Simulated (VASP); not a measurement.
Write the native input for VASP 6.6.1 that does the following.

```
Task                   : single point
Functional             : r2SCAN
Potentials or basis    : VASP PAW PBE potentials, release 64 (Ti_sv, Si)
Cutoff                 : 520 eV
k mesh                 : 6 × 6 × 8
Occupations            : gaussian, width 0.1 eV
Spin                   : no spin polarisation
Dipole correction      : no
Further INCAR settings : ALGO = Normal; EDIFF = 1e-06; NBANDS = 50
```

The system is Ti3Si.

```
Ti Si
1.0
     5.65609    0.00000    0.00000
    -2.82804    4.89831    0.00000
     0.00000    0.00000    4.52504
Ti Si
6 2
Direct
  0.34370 0.17185 0.75000
  0.82815 0.17185 0.75000
  0.82815 0.65630 0.75000
  0.65630 0.82815 0.25000
  0.17185 0.82815 0.25000
  0.17185 0.34370 0.25000
  0.33333 0.66667 0.75000
  0.66667 0.33333 0.25000
```

One way to write it, as run:

POSCAR

```
Ti3Si
1.0
    5.6560851657      0.0000000000      0.0000000000
   -2.8280425829      4.8983134394      0.0000000000
    0.0000000000      0.0000000000      4.5250422631
Ti Si
6 2
Direct
    0.3437006899      0.1718503449      0.7500000000
    0.8281496551      0.1718503449      0.7500000000
    0.8281496551      0.6562993101      0.7500000000
    0.6562993101      0.8281496551      0.2500000000
    0.1718503449      0.8281496551      0.2500000000
    0.1718503449      0.3437006899      0.2500000000
    0.3333333333      0.6666666667      0.7500000000
    0.6666666667      0.3333333333      0.2500000000
```

INCAR.step1

```
  ALGO = Normal
  EDIFF = 1E-4
  ENCUT = 520
  GGA = PE
  ISMEAR = 0
  LASPH = T
  LCHARG = F
  LREAL = F
  LWAVE = T
  NBANDS = 50
  NELM = 100
  PREC = Accurate
  SIGMA = 0.1
```

INCAR.step2

```
  ALGO = Normal
  EDIFF = 1E-6
  ENCUT = 520
  ISIF = 2
  ISMEAR = 0
  ISTART = 1
  LASPH = T
  LCHARG = F
  LMIXTAU = T
  LREAL = F
  LWAVE = F
  METAGGA = R2SCAN
  NBANDS = 50
  NELM = 100
  PREC = Accurate
  SIGMA = 0.1
```

KPOINTS

```
k-points
0
Gamma
  6 6 8
```

Potentials or basis: VASP PAW PBE potentials, release 64 (Ti_sv, Si).

The run is started by

```bash
$ cat potpaw_PBE.64/Ti_sv/POTCAR potpaw_PBE.64/Si/POTCAR > POTCAR
$ cp INCAR.step1 INCAR
$ mpirun -np 1 vasp_std > vasp.out
$ cp INCAR.step2 INCAR
$ mpirun -np 1 vasp_std > vasp.out
```

It gave:

The pressure is -1.6 GPa. The largest force is 0.006 eV/Å and the band gap on the k mesh is zero (bands 40 and 41 overlap by 0.38 eV).

Caveat: the PAW data sets were made with another functional, which shifts forces and pressure a little.

Wall time 25 min on 1 thread of Oxide Virtual Turin-like Processor (shared host), peak memory 0.31 GiB.
